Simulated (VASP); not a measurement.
# BiS (Pm-3m) in VASP: settings compared

Aim: see how the results for BiS move with the level of theory and the settings. Levels: r2SCANh, HF, PBE+D3(BJ), PBE+D4. Tasks: single point.

All numbers are computed with VASP 6.6.1; they aren't measurements. Logs are shortened: lines on timing, memory, paths and dates and some standing lists are left out, and cuts for length are marked.

**1. The cell of the first run**

Symmetry: Pm-3m, No. 221, cubic system. Conventional cell: a = 4.003 Å, b = 4.003 Å, c = 4.003 Å, α = 90.00°, β = 90.00°, γ = 90.00°. Within 4.6 Å of Bi (site symmetry m-3m) lie 8 S at 3.47 Å and 6 Bi at 4.00 Å. S (site symmetry m-3m) has 8 Bi at 3.47 Å and 6 S at 4.00 Å within 4.6 Å.

**2. Single point, r2SCANh**

File POSCAR:

```
BiS
1.0
    4.0029443400      0.0000000000      0.0000000000
    0.0000000000      4.0029443400      0.0000000000
    0.0000000000      0.0000000000      4.0029443400
Bi S
1 1
Direct
    0.5000000000      0.5000000000      0.5000000000
    0.0000000000      0.0000000000      0.0000000000
```

File INCAR.step1:

```
PREC     = Accurate       # precision mode
ENCUT    = 520            # plane-wave cutoff, eV
EDIFF    = 1E-5           # SCF threshold, eV
ISMEAR   = -1             # smearing method
SIGMA    = 0.05           # smearing width, eV
LREAL    = F              # projectors in reciprocal space
LASPH    = T              # aspherical terms in the spheres
NELM     = 60             # most SCF steps
ALGO     = Normal         # electronic algorithm
ISIF     = 2              # what is computed and relaxed
LWAVE    = T              # write WAVECAR
LCHARG   = F              # write CHGCAR
GGA      = PE             # functional
NBANDS   = 18             # bands
```

File INCAR.step2:

```
PREC     = Accurate       # precision mode
ENCUT    = 520            # plane-wave cutoff, eV
EDIFF    = 1E-7           # SCF threshold, eV
ISMEAR   = -1             # smearing method
SIGMA    = 0.05           # smearing width, eV
LREAL    = F              # projectors in reciprocal space
LASPH    = T              # aspherical terms in the spheres
NELM     = 60             # most SCF steps
ALGO     = Normal         # electronic algorithm
ISIF     = 2              # what is computed and relaxed
LWAVE    = F              # write WAVECAR
LCHARG   = F              # write CHGCAR
METAGGA  = R2SCAN         # meta-GGA
LHFCALC  = T              # exact exchange
AEXX     = 0.1            # exact-exchange fraction
LMIXTAU  = T            
PRECFOCK = Normal       
ISTART   = 1            
NBANDS   = 18             # bands
```

File KPOINTS:

```
regular mesh
0
Gamma
  4 4 4
```

Potentials or basis: VASP PAW PBE potentials, release 64 (Bi_d, S).

On the command line:

```sh
$ cat potpaw_PBE.64/Bi_d/POTCAR potpaw_PBE.64/S/POTCAR > POTCAR
$ cp INCAR.step1 INCAR
$ mpirun -np 1 vasp_std > vasp.out
$ cp INCAR.step2 INCAR
$ mpirun -np 1 vasp_std > vasp.out
```

OUTCAR:

```text
PREC = Accurate
   ENCUT = 520
   EDIFF = 1E-7
   ISMEAR = -1
   LREAL = F
   LASPH = T
   NELM = 60
   ISIF = 2
   METAGGA = R2SCAN
   LHFCALC = T
   AEXX = 0.1
   PRECFOCK = Normal
   ISTART = 1

 ion  position               nearest neighbor table
   1  0.500  0.500  0.500-
   2  0.000  0.000  0.000-

  LATTYP: Found a simple cubic cell.
 ALAT       =     4.0029443400

  Lattice vectors:

 A1 = (   4.0029443400,   0.0000000000,   0.0000000000)
 A2 = (   0.0000000000,   4.0029443400,   0.0000000000)
 A3 = (   0.0000000000,   0.0000000000,   4.0029443400)

Analysis of symmetry for initial positions (statically):
=====================================================================
 Subroutine PRICEL returns:
 Original cell was already a primitive cell.

 Routine SETGRP: Setting up the symmetry group for a
 simple cubic supercell.

 Subroutine GETGRP returns: Found 48 space group operations
 (whereof 48 operations were pure point group operations)
 out of a pool of 48 trial point group operations.

The static configuration has the point symmetry O_h .

Analysis of symmetry for dynamics (positions and initial velocities):
=====================================================================
 Subroutine PRICEL returns:
 Original cell was already a primitive cell.

 Routine SETGRP: Setting up the symmetry group for a
 simple cubic supercell.

 Subroutine GETGRP returns: Found 48 space group operations
 (whereof 48 operations were pure point group operations)
 out of a pool of 48 trial point group operations.

The dynamic configuration has the point symmetry O_h .

 Subroutine INISYM returns: Found 48 space group operations
 (whereof 48 operations are pure point group operations),
 and found     1 'primitive' translations

----------------------------------------------------------------------------------------

                                     Primitive cell

  volume of cell :      64.1414

  direct lattice vectors                    reciprocal lattice vectors
     4.002944340  0.000000000  0.000000000     0.249816114  0.000000000  0.000000000
     0.000000000  4.002944340  0.000000000     0.000000000  0.249816114  0.000000000
     0.000000000  0.000000000  4.002944340     0.000000000  0.000000000  0.249816114

  length of vectors
     4.002944340  4.002944340  4.002944340     0.249816114  0.249816114  0.249816114

  position of ions in fractional coordinates (direct lattice)
     0.500000000  0.500000000  0.500000000
     0.000000000  0.000000000  0.000000000

  ion indices of the primitive-cell ions
   primitive index   ion index
                 1           1
                 2           2

----------------------------------------------------------------------------------------

 KPOINTS: regular mesh

Automatic generation of k-mesh.
 Grid dimensions read from file:
 generate k-points for:    4    4    4

 Generating k-lattice:

  Cartesian coordinates                     Fractional coordinates (reciprocal lattice)
     0.062454029  0.000000000  0.000000000     0.250000000  0.000000000  0.000000000
     0.000000000  0.062454029  0.000000000     0.000000000  0.250000000  0.000000000
     0.000000000  0.000000000  0.062454029     0.000000000  0.000000000  0.250000000

  Length of vectors
     0.062454029  0.062454029  0.062454029

  Shift w.r.t. Gamma in fractional coordinates (k-lattice)
     0.000000000  0.000000000  0.000000000

 Subroutine IBZKPT returns following result:
 ===========================================

 Found     10 irreducible k-points:

 Following reciprocal coordinates:
            Coordinates               Weight
  0.000000  0.000000  0.000000      1.000000
  0.250000  0.000000  0.000000      6.000000
  0.500000  0.000000  0.000000      3.000000
  0.250000  0.250000  0.000000     12.000000
  0.500000  0.250000  0.000000     12.000000
  0.500000  0.500000  0.000000      3.000000
  0.250000  0.250000  0.250000      8.000000
  0.500000  0.250000  0.250000     12.000000
  0.500000  0.500000  0.250000      6.000000
  0.500000  0.500000  0.500000      1.000000
   k-points           NKPTS =     10   k-points in BZ     NKDIM =     64   number of bands    NBANDS=     18
   number of dos      NEDOS =    301   number of ions     NIONS =      2
   total plane-waves  NPLWV =  27000
   dimension x,y,z NGX =    30 NGY =   30 NGZ =   30
   dimension x,y,z NGXF=    60 NGYF=   60 NGZF=   60
   ions per type =               1   1
   NGX,Y,Z   is equivalent  to a cutoff of  12.46, 12.46, 12.46 a.u.
   NGXF,Y,Z  is equivalent  to a cutoff of  24.92, 24.92, 24.92 a.u.
 SYSTEM =  unknown system
   PREC   = accura    normal or accurate (medium, high low for compatibility)
   ISTART =      1    job   : 0-new  1-cont  2-samecut
   ICHARG =      0    charge: 1-file 2-atom 10-const
   ISPIN  =      1    spin polarized calculation?
   LNONCOLLINEAR =      F non collinear calculations
   LSORBIT =      F    spin-orbit coupling
   LASPH  =      T    aspherical Exc in radial PAW
   ENCUT  =  520.0 eV  38.22 Ry    6.18 a.u.   7.44  7.44  7.44*2*pi/ulx,y,z
   NELM   =     60;   NELMIN=  2; NELMDL=  0     # of ELM steps
   EDIFF  = 0.1E-06   stopping-criterion for ELM
   LREAL  =      F    real-space projection
   EDIFFG = 0.1E-05   stopping-criterion for IOM
   NSW    =      0    number of steps for IOM
   IBRION =     -1    ionic relax: 0-MD 1-quasi-New 2-CG
   NFREE  =      0    steps in history (QN), initial steepest desc. (CG)
   ISIF   =      2    stress and relaxation
   ISYM   =      3    0-nonsym 1-usesym 2-fastsym
   POTIM  = 0.5000    time-step for ionic-motion
   TEBEG  =    0.0;   TEEND  =   0.0 temperature during run
   PSTRESS=    0.0 pullay stress
   NELECT =      21.0000    total number of electrons
   NUPDOWN=      -1.0000    fix difference up-down
   EMIN   =  10.00;   EMAX   =-10.00  energy-range for DOS
   EFERMI =   0.00;   METHOD = LEGACY
   ISMEAR =    -1;   SIGMA  =   0.05  broadening in eV -4-tet -1-fermi 0-gaus
   EFERMI_NEDOS =   21; number of points for ismear=-14 and -15
   IALGO  =     38    algorithm
   IMIX   =      1    mixing-type and parameters
     AMIX     =   0.40;   BMIX     =  1.00
     AMIX_MAG =   1.60;   BMIX_MAG =  1.00
  volume/ion in A,a.u.               =      32.07       216.42
  Fermi-wavevector in a.u.,A,eV,Ry     =   1.128327  2.132229 17.321879  1.273122
  Thomas-Fermi vector in A             =   2.265017
   LORBIT       =      0    0 simple, 1 ext, 2 COOP (PROOUT), +10 PAW based schemes
   METAGGA = R2SCAN    functional components
   LHFCALC =     T    Hartree Fock is set to
   PRECFOCK=normal    Normal, Fast or Accurate (Low or Medium for compatibility)
   ENCUT4O =  -1.0   cutoff for four orbital integrals eV
   NKREDX  =     1    reduce k-point grid by
   NKREDY  =     1    reduce k-point grid by
   NKREDZ  =     1    reduce k-point grid by
   AEXX    =    0.1000 exact exchange contribution
   HFSCREEN=    0.0000 screening length (either q_TF or 0.3 A-1)
   HFSCREENC=   0.0000 screening length for correlation (either q_TF or 0.3 A-1)
   ENCUTFOCK=  -1.0 apply spherical cutoff to Coloumb kernel
   IVDW    =     0    specifies the selected vdW correction
   LEPSILON=     F    determine dielectric tensor
   LRPA    =     F    only Hartree local field effects (RPA)
 non-spin polarized calculation
  energy-cutoff  :      520.00
  volume of cell :       64.14
 maximum number of plane-waves:      1750
 NGX is ok and might be reduce to    30
  NGX = 24; NGY = 24; NGZ = 24

 number of electron      21.0000014 magnetization

 Free energy of the ion-electron system (eV)
  ---------------------------------------------------
  ext. energy  EPLUGINS =         0.00000000
  ---------------------------------------------------
  free energy    TOTEN  =       -60.74004298 eV

  energy without entropy =      -60.72740665  energy(sigma->0) =      -60.73372482

 E-fermi :   4.1396     XC(G=0):  -8.8001

 val. band max:        4.1030514660   @ k =   0.2500   0.2500   0.0000
 cond. band min:       4.5992845470   @ k =   0.5000   0.5000   0.2500
 fundamental gap:      0.4962330810
 Fermi energy:         4.1395504706

 k-point     1 :       0.0000    0.0000    0.0000
  band No.  band energies     occupation
      1     -21.0594      2.00000
      2     -21.0594      2.00000
      3     -21.0106      2.00000
      4     -21.0106      2.00000
      5     -21.0106      2.00000
      6     -10.0811      2.00000
[... 10 lines left out ...]
     17      15.9592      0.00000
     18      15.9592      0.00000

 k-point     2 :       0.2500    0.0000    0.0000
  band No.  band energies     occupation
      1     -21.0590      2.00000
      2     -21.0426      2.00000
      3     -21.0153      2.00000
      4     -21.0153      2.00000
      5     -21.0101      2.00000
      6      -9.6817      2.00000
[... 10 lines left out ...]
     17      14.8694      0.00000
     18      15.5975      0.00000

 k-point     3 :       0.5000    0.0000    0.0000
  band No.  band energies     occupation
      1     -21.0585      2.00000
      2     -21.0258      2.00000
      3     -21.0200      2.00000
      4     -21.0200      2.00000
      5     -21.0097      2.00000
      6      -9.0008      2.00000
[... 10 lines left out ...]
     17      16.5700      0.00000
     18      16.6782      0.00000

 k-point     4 :       0.2500    0.2500    0.0000
  band No.  band energies     occupation
      1     -21.0504      2.00000
      2     -21.0337      2.00000
      3     -21.0206      2.00000
      4     -21.0149      2.00000
      5     -21.0147      2.00000
      6      -9.3430      2.00000
[... 81 lines left out ...]
      4     -21.0194      2.00000
      5     -21.0162      2.00000
      6      -8.7254      2.00000
[... 10 lines left out ...]
     17      15.9240      0.00000
     18      16.9839      0.00000

 k-point     9 :       0.5000    0.5000    0.2500
  band No.  band energies     occupation
      1     -21.0307      2.00000
      2     -21.0244      2.00000
      3     -21.0243      2.00000
      4     -21.0243      2.00000
      5     -21.0075      2.00000
      6      -8.5938      2.00000
[... 10 lines left out ...]
     17      15.3165      0.00000
     18      18.9102      0.00000

 k-point    10 :       0.5000    0.5000    0.5000
  band No.  band energies     occupation
      1     -21.0295      2.00000
      2     -21.0295      2.00000
      3     -21.0295      2.00000
      4     -21.0075      2.00000
      5     -21.0075      2.00000
      6      -8.5013      2.00000
[... 10 lines left out ...]
     17      18.7670      0.00000
     18      18.7670      0.00000

------------------------ aborting loop because EDIFF is reached ----------------------------------------

  FORCE on cell =-STRESS in cart. coord.  units (eV):
  Direction    XX          YY          ZZ          XY          YZ          ZX
  --------------------------------------------------------------------------------------
  -------------------------------------------------------------------------------------
  Total       -5.1744741     -5.1744741     -5.1744741      0.0000000      0.0000000     -0.0000000
  in kB     -129.2522596   -129.2522596   -129.2522596      0.0000000      0.0000000     -0.0000000
  external PRESSURE =    -129.2522596 kB  Pullay stress =       0.0000000 kB

 VOLUME and BASIS-vectors are now :
 -----------------------------------------------------------------------------
  energy-cutoff  :      520.00
  volume of cell :       64.14
      direct lattice vectors                 reciprocal lattice vectors
     4.002944340  0.000000000  0.000000000     0.249816114  0.000000000  0.000000000
     0.000000000  4.002944340  0.000000000     0.000000000  0.249816114  0.000000000
     0.000000000  0.000000000  4.002944340     0.000000000  0.000000000  0.249816114

 POSITION                                       TOTAL-FORCE (eV/Angst)
 -----------------------------------------------------------------------------------
      2.00147      2.00147      2.00147         0.000000      0.000000      0.000000
      0.00000      0.00000      0.00000         0.000000      0.000000      0.000000
 -----------------------------------------------------------------------------------
    total drift:                                0.000001      0.000000     -0.000000

  FREE ENERGIE OF THE ION-ELECTRON SYSTEM (eV)
  ---------------------------------------------------
  free  energy   TOTEN  =       -60.7400429835 eV

  energy  without entropy=      -60.7274066475  energy(sigma->0) =      -60.73372482
```

Run time: 8.1 min. Hardware: 1 thread of Intel Xeon Platinum 8488C (Sapphire Rapids), shared host; peak memory 0.19 GiB.

Results:

| Property | Result |
| --- | --- |
| Free energy | -60.7400 eV |
| Pressure | -12.9 GPa |

Levels at points of the mesh, in eV from the Fermi level:
| k point | band 7 | band 8 | band 9 | band 10 | band 11 | band 12 | band 13 | band 14 |
| --- | --- | --- | --- | --- | --- | --- | --- | --- |
| (0.00, 0.00, 0.00) | -10.70 | -2.51 | -2.51 | -2.51 | 3.17 | 3.17 | 3.17 | 5.42 |
| (0.50, 0.00, 0.00) | -11.91 | -2.11 | -1.54 | -1.54 | -1.53 | 1.58 | 1.58 | 7.37 |
| (0.50, 0.50, 0.00) | -11.27 | -4.70 | -4.70 | -1.34 | 2.02 | 2.02 | 2.41 | 6.58 |
| (0.50, 0.50, 0.50) | -10.75 | -2.88 | -2.88 | -2.88 | -1.72 | -1.72 | -1.72 | 11.31 |

Caveat: the k points lie up to 0.39 Å⁻¹ apart; the PAW data sets were made with another functional, which shifts forces and pressure a little; spin-orbit coupling is left out, which moves the levels of the heavy elements.

**3. Single point, HF**

POSCAR is that of step 2.

File INCAR.step1:

```
SYSTEM = BiS
ALGO = Normal ; EDIFF = 1E-5
ENCUT = 520 ; GGA = PE
ISIF = 2 ; ISMEAR = -1
LASPH = .True. ; LCHARG = .False.
LREAL = .False. ; LWAVE = .True.
NBANDS = 18 ; NELM = 60
PREC = Accurate ; SIGMA = 0.05
```

File INCAR.step2:

```
SYSTEM = BiS
AEXX = 1.0 ; AGGAC = 0.0
ALDAC = 0.0 ; ALGO = Normal
EDIFF = 1E-7 ; ENCUT = 520
GGA = PE ; ISIF = 2
ISMEAR = -1 ; ISTART = 1
LASPH = .True. ; LCHARG = .False.
LHFCALC = .True. ; LREAL = .False.
LWAVE = .False. ; NBANDS = 18
NELM = 60 ; PREC = Accurate
PRECFOCK = Normal ; SIGMA = 0.05
```

File KPOINTS:

```
k-points
0
Gamma
  4 4 4
  0 0 0
```

Potentials or basis: VASP PAW PBE potentials, release 64 (Bi_d, S).

On the command line:

```sh
$ cat potpaw_PBE.64/Bi_d/POTCAR potpaw_PBE.64/S/POTCAR > POTCAR
$ cp INCAR.step1 INCAR
$ mpirun -np 1 vasp_std > vasp.out
$ cp INCAR.step2 INCAR
$ mpirun -np 1 vasp_std > vasp.out
```

It took 16 min on 1 thread of Intel Xeon Platinum 8488C (Sapphire Rapids), shared host; peak memory 0.18 GiB.

The run converged. Its results:

```yaml
Free_energy: -15.3908 eV
Pressure: -12.5 GPa
```

Levels at points of the mesh, in eV from the Fermi level:
```csv
k point,band 6,band 7,band 8,band 9,band 10,band 11,band 12,band 13,band 14,band 15
"(0.00, 0.00, 0.00)",-21.25,-15.45,-5.87,-5.87,-5.87,5.97,5.97,5.97,7.64,7.64
"(0.50, 0.00, 0.00)",-20.03,-17.13,-4.89,-4.51,-4.51,-2.65,3.58,3.58,10.15,10.39
"(0.50, 0.50, 0.00)",-19.57,-16.02,-8.81,-8.81,-4.21,4.41,4.41,4.67,9.12,9.85
"(0.50, 0.50, 0.50)",-19.33,-15.24,-6.25,-6.25,-6.25,-3.37,-3.37,-3.37,15.04,15.04
```

Caveat: the k points lie up to 0.39 Å⁻¹ apart; the PAW data sets were made with another functional, which shifts forces and pressure a little; spin-orbit coupling is left out, which moves the levels of the heavy elements.

**4. Single point, PBE+D3(BJ)**

This run uses another cell than the first one, of 22.28 Å³/atom, 0.695 times its volume.

File INCAR:

```
SYSTEM = BiS
PREC     = Accurate       ! precision mode
ENCUT    = 520            ! plane-wave cutoff, eV
EDIFF    = 1E-7           ! SCF threshold, eV
ISMEAR   = -1             ! smearing method
SIGMA    = 0.05           ! smearing width, eV
LREAL    = .FALSE.        ! projectors in reciprocal space
LASPH    = .TRUE.         ! aspherical terms in the spheres
NELM     = 60             ! most SCF steps
ALGO     = Normal         ! electronic algorithm
ISIF     = 2              ! what is computed and relaxed
LWAVE    = .FALSE.        ! write WAVECAR
LCHARG   = .FALSE.        ! write CHGCAR
GGA      = PE             ! functional
IVDW     = 12             ! dispersion correction
NBANDS   = 18             ! bands
```

File KPOINTS:

```
Automatic mesh
0
G
  7 7 7
  0 0 0
```

File POSCAR:

```
BiS
1.0
    3.5453962475      0.0000000000      0.0000000000
    0.0000000000      3.5453962475      0.0000000000
    0.0000000000      0.0000000000      3.5453962475
Bi S
1 1
Direct
    0.5000000000      0.5000000000      0.5000000000
    0.0000000000      0.0000000000      0.0000000000
```

On the command line:

```sh
$ cat potpaw_PBE.64/Bi_d/POTCAR potpaw_PBE.64/S/POTCAR > POTCAR
$ mpirun -np 1 vasp_std > vasp.out
```

Run time: 22 s. Hardware: 1 thread of AMD EPYC 7R13, shared host; peak memory 0.14 GiB.

The run converged. Its results:

```
Free energy                : -8.8507 eV
Pressure                   : -0.1 GPa
Dispersion energy per atom : -0.472 eV
```

Levels at points of the mesh, in eV from the Fermi level:
```
           k point  band 7  band 8  band 9  band 10  band 11  band 12  band 13  band 14
(0.00, 0.00, 0.00)   -9.36   -3.41   -3.41    -3.41     3.58     3.58     4.48     4.48
```

Caveat: spin-orbit coupling is left out, which moves the levels of the heavy elements; pairwise dispersion overbinds metals, which lowers pressure and volume.

[end of part 1 of 2]
